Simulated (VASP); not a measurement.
Ba3Rh2Br2O5: single point with PBE

The system is Ba3Rh2Br2O5.

```
Ba Rh Br O
1.0
     0.00000    4.09029    0.00000
     4.09029    0.00000    0.00000
     2.04514    2.04514  -14.38626
Ba Rh Br O
3 2 2 5
Cartesian
  2.0451 2.0451 0.0000
  2.0451 2.0451 -4.0572
  4.0903 4.0903 -10.3291
  2.0451 2.0451 -12.3394
  4.0903 4.0903 -2.0469
  2.0451 2.0451 -8.7808
  4.0903 4.0903 -5.6055
  2.0451 4.0903 -12.1046
  4.0903 2.0451 -12.1046
  4.0903 2.0451 -2.2816
  2.0451 4.0903 -2.2816
  0.0000 0.0000 0.0000
```

| Property | Result |
| --- | --- |
| Program | VASP 6.6.1 |
| Task | single point |
| Functional | PBE |
| Potentials or basis | VASP PAW PBE potentials, release 64 (Ba_sv, Rh_pv, Br, O) |
| Cutoff | 520 eV |
| k mesh | 5 × 5 × 5 |
| Occupations | fermi-dirac, width 0.1 eV |
| Spin | no spin polarisation |
| Dipole correction | no |
| Further INCAR settings | ALGO = Normal; EDIFF = 1e-06; NBANDS = 64 |

```yaml
Pressure: 1.0 GPa
Largest_force: 0.182 eV/Å
Band_gap_on_the_k_mesh: zero (band 52 reaches 3.44 eV, above the bottom of band 53 at 2.89 eV)
```

Forces on the atoms (eV/Å):
```
Ba   0.000  0.000  0.000
Ba   0.000  0.000 -0.182
Ba   0.000  0.000  0.182
Rh   0.000  0.000 -0.014
Rh   0.000  0.000  0.014
Br   0.000  0.000  0.055
Br   0.000  0.000 -0.055
O    0.000  0.000 -0.062
O    0.000  0.000 -0.062
O    0.000  0.000  0.062
O    0.000  0.000  0.062
O    0.000  0.000  0.000
```

Levels at points of the mesh, in eV from the Fermi level:
```tsv
k point	band 48	band 49	band 50	band 51	band 52	band 53	band 54	band 55	band 56	band 57
(0.00, 0.00, 0.00)	-1.78	-1.56	-1.56	-0.60	-0.33	-0.33	-0.27	-0.25	1.33	2.81
```

Run time: 7.4 min on 1 thread of Oxide Virtual Turin-like Processor, with other jobs on the host, peak memory 0.43 GiB.

Caveat: spin-orbit coupling is left out, which moves the levels of the heavy elements.
